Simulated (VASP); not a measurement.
# SnO2 (R-3m) in VASP: notebook

SnO2 is run at these levels: PBE; tasks: single point.

Program: VASP 6.6.1. These are calculated values, not measurements. Logs are shortened: lines on timing, memory, paths and dates and some standing lists are left out, and cuts for length are marked.

## (1) The cell of the first run

Symmetry: R-3m, No. 166, trigonal system. The conventional cell has a = 3.318 Å, b = 3.318 Å, c = 15.138 Å, α = 90.00°, β = 90.00°, γ = 120.00°. Sn (site symmetry -3m) has 6 O at 2.10 Å within 2.8 Å. O (site symmetry 3m) has 3 Sn at 2.10 Å and 3 O at 2.57 Å within 2.8 Å.

## (2) Single point, PBE (atoms shifted along a free coordinate)

Input file INCAR:

```
SYSTEM = SnO2
PREC     = Accurate       ! precision mode
ENCUT    = 520            ! plane-wave cutoff, eV
EDIFF    = 1E-6           ! SCF threshold, eV
ISMEAR   = 0              ! smearing method
SIGMA    = 0.05           ! smearing width, eV
LREAL    = .False.        ! projectors in reciprocal space
LASPH    = .True.         ! aspherical terms in the spheres
NELM     = 100            ! most SCF steps
ALGO     = Normal         ! electronic algorithm
ISIF     = 2              ! what is computed and relaxed
LWAVE    = .False.        ! write WAVECAR
LCHARG   = .True.         ! write CHGCAR
GGA      = PE             ! functional
LELF     = .True.         ! ELF
LVHAR    = .True.       
NBANDS   = 20             ! bands
```

Input file KPOINTS:

```
Automatic mesh
0
Gamma
  12 12 12
  0 0 0
```

Input file POSCAR:

```
SnO2
1.0
    1.6587648191      0.9576883149      5.0460169415
   -1.6587648191      0.9576883149      5.0460169415
    0.0000000000     -1.9153766297      5.0460169415
Sn O
1 2
Direct
    0.5000000000      0.5000000000      0.5000000000
    0.2233609734      0.2233609734      0.2233609734
    0.7766390266      0.7766390266      0.7766390266
```

Potentials or basis: VASP PAW PBE potentials, release 64 (Sn_d, O).

Started as:

```sh
cat potpaw_PBE.64/Sn_d/POTCAR potpaw_PBE.64/O/POTCAR > POTCAR
mpirun -np 1 vasp_std > vasp.out
```

OUTCAR:

```text
SYSTEM = SnO2
   PREC = Accurate
   ENCUT = 520
   EDIFF = 1E-6
   ISMEAR = 0
   LREAL = .False.
   LASPH = .True.
   NELM = 100
   ISIF = 2
   GGA = PE

 ion  position               nearest neighbor table
   1  0.500  0.500  0.500-   2 2.10   2 2.10   3 2.10   3 2.10   2 2.10   3 2.10
   2  0.223  0.223  0.223-   1 2.10   1 2.10   1 2.10
   3  0.777  0.777  0.777-   1 2.10   1 2.10   1 2.10

  LATTYP: Found a trigonal (rhomboedric) cell.
 ALAT       =     5.3973099418
 COS(alpha) =     0.8110943660

  Lattice vectors:

 A1 = (   1.6587648191,   0.9576883149,   5.0460169415)
 A2 = (  -1.6587648191,   0.9576883149,   5.0460169415)
 A3 = (   0.0000000000,  -1.9153766297,   5.0460169415)

Analysis of symmetry for initial positions (statically):
=====================================================================
 Subroutine PRICEL returns:
 Original cell was already a primitive cell.

 Routine SETGRP: Setting up the symmetry group for a
 trigonal (rhombohedral) supercell.

 Subroutine GETGRP returns: Found 12 space group operations
 (whereof 12 operations were pure point group operations)
 out of a pool of 12 trial point group operations.

The static configuration has the point symmetry D_3d.

Analysis of symmetry for dynamics (positions and initial velocities):
=====================================================================
 Subroutine PRICEL returns:
 Original cell was already a primitive cell.

 Routine SETGRP: Setting up the symmetry group for a
 trigonal (rhombohedral) supercell.

 Subroutine GETGRP returns: Found 12 space group operations
 (whereof 12 operations were pure point group operations)
 out of a pool of 12 trial point group operations.

The dynamic configuration has the point symmetry D_3d.

 Subroutine INISYM returns: Found 12 space group operations
 (whereof 12 operations are pure point group operations),
 and found     1 'primitive' translations

----------------------------------------------------------------------------------------

                                     Primitive cell

  volume of cell :      48.0960

  direct lattice vectors                    reciprocal lattice vectors
     1.658764819  0.957688315  5.046016941     0.301429108  0.174030177  0.066058703
    -1.658764819  0.957688315  5.046016941    -0.301429108  0.174030177  0.066058703
     0.000000000 -1.915376630  5.046016941     0.000000000 -0.348060353  0.066058703

  length of vectors
     5.397309942  5.397309942  5.397309942     0.354273569  0.354273569  0.354273569

  position of ions in fractional coordinates (direct lattice)
     0.500000000  0.500000000  0.500000000
     0.223360973  0.223360973  0.223360973
     0.776639027  0.776639027  0.776639027

  ion indices of the primitive-cell ions
   primitive index   ion index
                 1           1
                 2           2
                 3           3

----------------------------------------------------------------------------------------

 KPOINTS: Automatic mesh

Automatic generation of k-mesh.
 Grid dimensions read from file:
 generate k-points for:   12   12   12

 Generating k-lattice:

  Cartesian coordinates                     Fractional coordinates (reciprocal lattice)
     0.025119092  0.014502515  0.005504892     0.083333333 -0.000000000  0.000000000
    -0.025119092  0.014502515  0.005504892    -0.000000000  0.083333333  0.000000000
     0.000000000 -0.029005029  0.005504892    -0.000000000 -0.000000000  0.083333333

  Length of vectors
     0.029522797  0.029522797  0.029522797

  Shift w.r.t. Gamma in fractional coordinates (k-lattice)
     0.000000000  0.000000000  0.000000000

 Subroutine IBZKPT returns following result:
 ===========================================

 Found    189 irreducible k-points:

 Following reciprocal coordinates:
            Coordinates               Weight
  0.000000  0.000000  0.000000      1.000000
  0.083333  0.000000 -0.000000      6.000000
  0.166667  0.000000  0.000000      6.000000
  0.250000 -0.000000 -0.000000      6.000000
  0.333333 -0.000000  0.000000      6.000000
  0.416667  0.000000  0.000000      6.000000
[... 16 lines left out ...]
  0.500000  0.166667  0.000000     12.000000
 -0.416667  0.166667  0.000000     12.000000
 [... further k-points ...]
   k-points           NKPTS =    189   k-points in BZ     NKDIM =    189   number of bands    NBANDS=     20
   number of dos      NEDOS =    301   number of ions     NIONS =      3
   total plane-waves  NPLWV =  64000
   dimension x,y,z NGX =    40 NGY =   40 NGZ =   40
   dimension x,y,z NGXF=    80 NGYF=   80 NGZF=   80
   ions per type =               1   2
   NGX,Y,Z   is equivalent  to a cutoff of  12.32, 12.32, 12.32 a.u.
   NGXF,Y,Z  is equivalent  to a cutoff of  24.64, 24.64, 24.64 a.u.
 SYSTEM =  SnO2
   PREC   = accura    normal or accurate (medium, high low for compatibility)
   ISTART =      0    job   : 0-new  1-cont  2-samecut
   ICHARG =      2    charge: 1-file 2-atom 10-const
   ISPIN  =      1    spin polarized calculation?
   LNONCOLLINEAR =      F non collinear calculations
   LSORBIT =      F    spin-orbit coupling
   LASPH  =      T    aspherical Exc in radial PAW
   ENCUT  =  520.0 eV  38.22 Ry    6.18 a.u.  10.04 10.04 10.04*2*pi/ulx,y,z
   NELM   =    100;   NELMIN=  2; NELMDL= -5     # of ELM steps
   EDIFF  = 0.1E-05   stopping-criterion for ELM
   LREAL  =      F    real-space projection
   EDIFFG = 0.1E-04   stopping-criterion for IOM
   NSW    =      0    number of steps for IOM
   IBRION =     -1    ionic relax: 0-MD 1-quasi-New 2-CG
   NFREE  =      0    steps in history (QN), initial steepest desc. (CG)
   ISIF   =      2    stress and relaxation
   ISYM   =      2    0-nonsym 1-usesym 2-fastsym
   POTIM  = 0.5000    time-step for ionic-motion
   TEBEG  =    0.0;   TEEND  =   0.0 temperature during run
   PSTRESS=    0.0 pullay stress
   NELECT =      26.0000    total number of electrons
   NUPDOWN=      -1.0000    fix difference up-down
   EMIN   =  10.00;   EMAX   =-10.00  energy-range for DOS
   EFERMI =   0.00;   METHOD = LEGACY
   ISMEAR =     0;   SIGMA  =   0.05  broadening in eV -4-tet -1-fermi 0-gaus
   EFERMI_NEDOS =   21; number of points for ismear=-14 and -15
   IALGO  =     38    algorithm
   IMIX   =      4    mixing-type and parameters
     AMIX     =   0.40;   BMIX     =  1.00
     AMIX_MAG =   1.60;   BMIX_MAG =  1.00
  volume/ion in A,a.u.               =      16.03       108.19
  Fermi-wavevector in a.u.,A,eV,Ry     =   1.333612  2.520162 24.198262  1.778522
  Thomas-Fermi vector in A             =   2.462457
   LORBIT       =      0    0 simple, 1 ext, 2 COOP (PROOUT), +10 PAW based schemes
   GGA     = PE    functional components
   LHFCALC =     F    Hartree Fock is set to
   AEXX    =    0.0000 exact exchange contribution
   IVDW    =     0    specifies the selected vdW correction
   LEPSILON=     F    determine dielectric tensor
   LRPA    =     F    only Hartree local field effects (RPA)
 non-spin polarized calculation
 Gauss-broadening in eV      SIGMA  =   0.05
  energy-cutoff  :      520.00
  volume of cell :       48.10
 maximum number of plane-waves:      1314
   NGX = 21   NGY = 21   NGZ = 21

 number of electron      26.0000003 magnetization

 Free energy of the ion-electron system (eV)
  ---------------------------------------------------
  ext. energy  EPLUGINS =         0.00000000
  ---------------------------------------------------
  free energy    TOTEN  =       -17.98004042 eV

  energy without entropy =      -17.98004042  energy(sigma->0) =      -17.98004042

 E-fermi :   2.7348     XC(G=0):  -9.2645

 val. band max:        2.4436701762   @ k =  -0.2500   0.2500   0.0000
 cond. band min:       4.1628123989   @ k =   0.0000   0.0000   0.0000
 fundamental gap:      1.7191422227
 Fermi energy:         2.7347813219

 k-point     1 :       0.0000    0.0000    0.0000
  band No.  band energies     occupation
      1     -17.7947      2.00000
      2     -17.3785      2.00000
      3     -17.3785      2.00000
      4     -17.2098      2.00000
      5     -17.2098      2.00000
      6     -15.5231      2.00000
[... 12 lines left out ...]
     19      19.3727      0.00000
     20      19.4336      0.00000

 k-point     2 :       0.0833    0.0000   -0.0000
  band No.  band energies     occupation
      1     -17.7611      2.00000
      2     -17.4370      2.00000
      3     -17.3688      2.00000
      4     -17.2154      2.00000
      5     -17.2065      2.00000
      6     -15.4870      2.00000
[... 12 lines left out ...]
     19      17.9717      0.00000
     20      19.4463      0.00000

 k-point     3 :       0.1667    0.0000    0.0000
  band No.  band energies     occupation
      1     -17.7049      2.00000
      2     -17.5544      2.00000
      3     -17.3474      2.00000
      4     -17.2286      2.00000
      5     -17.1919      2.00000
      6     -15.3707      2.00000
[... 12 lines left out ...]
     19      16.7825      0.00000
     20      19.4915      0.00000

 k-point     4 :       0.2500   -0.0000   -0.0000
  band No.  band energies     occupation
      1     -17.8325      2.00000
      2     -17.5001      2.00000
      3     -17.3312      2.00000
      4     -17.2425      2.00000
      5     -17.1581      2.00000
      6     -15.1668      2.00000
[... 12 lines left out ...]
     19      15.9233      0.00000
     20      19.0672      0.00000

 k-point     5 :       0.3333   -0.0000    0.0000
  band No.  band energies     occupation
      1     -18.0039      2.00000
      2     -17.4040      2.00000
      3     -17.3267      2.00000
      4     -17.2451      2.00000
      5     -17.1116      2.00000
      6     -14.8984      2.00000
[... 12 lines left out ...]
     19      15.4498      0.00000
     20      17.5475      0.00000
[... 353 lines left out ...]
      6     -14.9793      2.00000
[... 12 lines left out ...]
     19      15.3415      0.00000
     20      18.2292      0.00000

 k-point    22 :       0.4167    0.1667    0.0000
  band No.  band energies     occupation
      1     -17.9394      2.00000
      2     -17.5374      2.00000
      3     -17.3204      2.00000
      4     -17.2511      2.00000
      5     -17.1236      2.00000
      6     -14.6290      2.00000
[... 12 lines left out ...]
     19      15.4180      0.00000
     20      17.1269      0.00000

 k-point    23 :       0.5000    0.1667    0.0000
  band No.  band energies     occupation
      1     -18.0270      2.00000
      2     -17.5074      2.00000
      3     -17.3208      2.00000
      4     -17.2352      2.00000
      5     -17.1277      2.00000
      6     -14.2837      2.00000
[... 12 lines left out ...]
     19      15.7060      0.00000
     20      16.3642      0.00000

 k-point    24 :      -0.4167    0.1667    0.0000
  band No.  band energies     occupation
      1     -18.0586      2.00000
      2     -17.4974      2.00000
      3     -17.3221      2.00000
      4     -17.2190      2.00000
      5     -17.1378      2.00000
      6     -14.1274      2.00000
[... 12 lines left out ...]
     19      15.5705      0.00000
     20      16.0593      0.00000

 [... further k-points ...]

------------------------ aborting loop because EDIFF is reached ----------------------------------------

  FORCE on cell =-STRESS in cart. coord.  units (eV):
  Direction    XX          YY          ZZ          XY          YZ          ZX
  --------------------------------------------------------------------------------------
  -------------------------------------------------------------------------------------
  Total        0.3018198      0.3018198      2.3228808     -0.0000000      0.0000000      0.0000000
  in kB       10.0542419     10.0542419     77.3799696     -0.0000000      0.0000000      0.0000000
  external PRESSURE =      32.4961511 kB  Pullay stress =       0.0000000 kB

 VOLUME and BASIS-vectors are now :
 -----------------------------------------------------------------------------
  energy-cutoff  :      520.00
  volume of cell :       48.10
      direct lattice vectors                 reciprocal lattice vectors
     1.658764819  0.957688315  5.046016941     0.301429108  0.174030177  0.066058703
    -1.658764819  0.957688315  5.046016941    -0.301429108  0.174030177  0.066058703
     0.000000000 -1.915376630  5.046016941     0.000000000 -0.348060353  0.066058703

 POSITION                                       TOTAL-FORCE (eV/Angst)
 -----------------------------------------------------------------------------------
      0.00000      0.00000      7.56903         0.000000      0.000000      0.000000
      0.00000      0.00000      3.38125         0.000000      0.000000      1.471170
      0.00000      0.00000     11.75680         0.000000     -0.000000     -1.471170
 -----------------------------------------------------------------------------------
    total drift:                                0.000000      0.000000      0.000000

  FREE ENERGIE OF THE ION-ELECTRON SYSTEM (eV)
  ---------------------------------------------------
  free  energy   TOTEN  =       -17.9800404187 eV

  energy  without entropy=      -17.9800404187  energy(sigma->0) =      -17.98004042
```

Run time: 4.1 min. Hardware: 1 thread of Intel Xeon Platinum 8259CL at 2.50GHz (Skylake/Cascade Lake), shared host; peak memory 0.35 GiB.

What came out:

```yaml
Free_energy: -17.9800 eV
Pressure: 3.2 GPa
Largest_force: 1.471 eV/Å
Band_gap_on_the_k_mesh: 1.72 eV (least direct gap 2.36 eV)
```

Forces in eV/Å, atoms in the order of the input:
```
Sn   0.000  0.000  0.000
O    0.000  0.000  1.471
O    0.000  0.000 -1.471
```

Caveat: the cell differs from its parent crystal (atoms shifted along a free coordinate); the cell stands under pressure; spin-orbit coupling is left out, which moves the levels of the heavy elements; forces of over 1 eV/Å act on the atoms, so gaps and moduli don't describe the material at rest. A k mesh can miss the band edges.

## (3) Single point, PBE (atoms shifted along a free coordinate)

Input file INCAR:

```
ALGO = Normal
EDIFF = 1E-7
ENCUT = 520
GGA = PE
ISIF = 2
ISMEAR = 0
LASPH = T
LCHARG = F
LREAL = F
LWAVE = F
NBANDS = 20
NELM = 80
PREC = Accurate
SIGMA = 0.05
```

Input file KPOINTS:

```
k-points
0
Gamma
  12 12 12
```

Input file POSCAR:

```
SnO2
1.0
    1.6587648191      0.9576883149      5.0460169415
   -1.6587648191      0.9576883149      5.0460169415
    0.0000000000     -1.9153766297      5.0460169415
Sn O
1 2
Direct
    0.5000000000      0.5000000000      0.5000000000
    0.2464043750      0.2464043750      0.2464043750
    0.7535956250      0.7535956250      0.7535956250
```

Potentials or basis: VASP PAW PBE potentials, release 64 (Sn_d, O).

Started as:

```sh
cat potpaw_PBE.64/Sn_d/POTCAR potpaw_PBE.64/O/POTCAR > POTCAR
mpirun -np 1 vasp_std > vasp.out
```

OUTCAR:

```text
EDIFF = 1E-7
   ENCUT = 520
   GGA = PE
   ISIF = 2
   ISMEAR = 0
   LASPH = T
   LREAL = F
   NELM = 80
   PREC = Accurate

 ion  position               nearest neighbor table
   1  0.500  0.500  0.500-   2 2.26   2 2.26   3 2.26   3 2.26   2 2.26   3 2.26
   2  0.246  0.246  0.246-   1 2.26   1 2.26   1 2.26
   3  0.754  0.754  0.754-   1 2.26   1 2.26   1 2.26

  LATTYP: Found a trigonal (rhomboedric) cell.
 ALAT       =     5.3973099418
[... 746 lines left out ...]

  FORCE on cell =-STRESS in cart. coord.  units (eV):
  Direction    XX          YY          ZZ          XY          YZ          ZX
  --------------------------------------------------------------------------------------
  -------------------------------------------------------------------------------------
  Total       -4.5047260     -4.5047260     -5.7900054      0.0000000     -0.0000000      0.0000000
  in kB     -150.0617490   -150.0617490   -192.8770650      0.0000000     -0.0000000      0.0000000
  external PRESSURE =    -164.3335210 kB  Pullay stress =       0.0000000 kB

 VOLUME and BASIS-vectors are now :
 -----------------------------------------------------------------------------
  energy-cutoff  :      520.00
  volume of cell :       48.10
      direct lattice vectors                 reciprocal lattice vectors
     1.658764819  0.957688315  5.046016941     0.301429108  0.174030177  0.066058703
    -1.658764819  0.957688315  5.046016941    -0.301429108  0.174030177  0.066058703
     0.000000000 -1.915376630  5.046016941     0.000000000 -0.348060353  0.066058703

 POSITION                                       TOTAL-FORCE (eV/Angst)
 -----------------------------------------------------------------------------------
      0.00000      0.00000      7.56903        -0.000000      0.000000      0.000000
      0.00000      0.00000      3.73008         0.000000     -0.000000     -2.431757
      0.00000      0.00000     11.40797         0.000000      0.000000      2.431757
 -----------------------------------------------------------------------------------
    total drift:                               -0.000000      0.000000      0.000000

  FREE ENERGIE OF THE ION-ELECTRON SYSTEM (eV)
  ---------------------------------------------------
  free  energy   TOTEN  =       -17.5581604919 eV

  energy  without entropy=      -17.5581604919  energy(sigma->0) =      -17.55816049
```

OSZICAR:

```text
N       E                     dE             d eps       ncg     rms          rms(c)
DAV:   1     0.253560534395E+03    0.25356E+03   -0.13803E+04  7924   0.184E+03
DAV:   2     0.935351741801E+01   -0.24421E+03   -0.23234E+03  8384   0.481E+02
DAV:   3    -0.193205171796E+02   -0.28674E+02   -0.28353E+02  8832   0.140E+02
DAV:   4    -0.201704949464E+02   -0.84998E+00   -0.84925E+00  8208   0.264E+01
DAV:   5    -0.201882787659E+02   -0.17784E-01   -0.17783E-01  9092   0.404E+00    0.960E+00
DAV:   6    -0.176654380244E+02    0.25228E+01   -0.13027E+01 11956   0.599E+01    0.445E+00
DAV:   7    -0.175766296183E+02    0.88808E-01   -0.88549E-01  7780   0.765E+00    0.195E+00
DAV:   8    -0.175588603831E+02    0.17769E-01   -0.10618E-01  8056   0.288E+00    0.438E-01
DAV:   9    -0.175576678335E+02    0.11925E-02   -0.10441E-02 10968   0.105E+00    0.115E-01
DAV:  10    -0.175580928046E+02   -0.42497E-03   -0.20458E-03  8192   0.424E-01    0.380E-02
DAV:  11    -0.175581589399E+02   -0.66135E-04   -0.99749E-05  9892   0.974E-02    0.198E-02
DAV:  12    -0.175581605520E+02   -0.16121E-05   -0.17962E-05  8856   0.346E-02    0.452E-03
DAV:  13    -0.175581604919E+02    0.60052E-07   -0.89475E-07  8424   0.751E-03
   1 F= -.17558160E+02 E0= -.17558160E+02  d E =-.707973E-14
```

Wall time 4.4 min (1 thread of Intel Xeon Platinum 8259CL at 2.50GHz (Skylake/Cascade Lake), shared host); peak memory 0.35 GiB.

Results:

| Item | Value |
| --- | --- |
| Free energy | -17.5582 eV |
| Pressure | -16.4 GPa |
| Largest force | 2.432 eV/Å |
| Band gap on the k mesh | 1.24 eV |

Forces in eV/Å, atoms in the order of the input:
```
Sn   0.000  0.000  0.000
O    0.000  0.000 -2.432
O    0.000  0.000  2.432
```

Stress tensor (GPa, compression positive):
```
-15.01   0.00   0.00
  0.00 -15.01   0.00
  0.00   0.00 -19.29
```

Caveat: the cell differs from its parent crystal (atoms shifted along a free coordinate); the cell stands under tension; spin-orbit coupling is left out, which moves the levels of the heavy elements; forces of over 1 eV/Å act on the atoms, so gaps and moduli don't describe the material at rest. A k mesh can miss the band edges.

(Continued in part 2 of 2.)
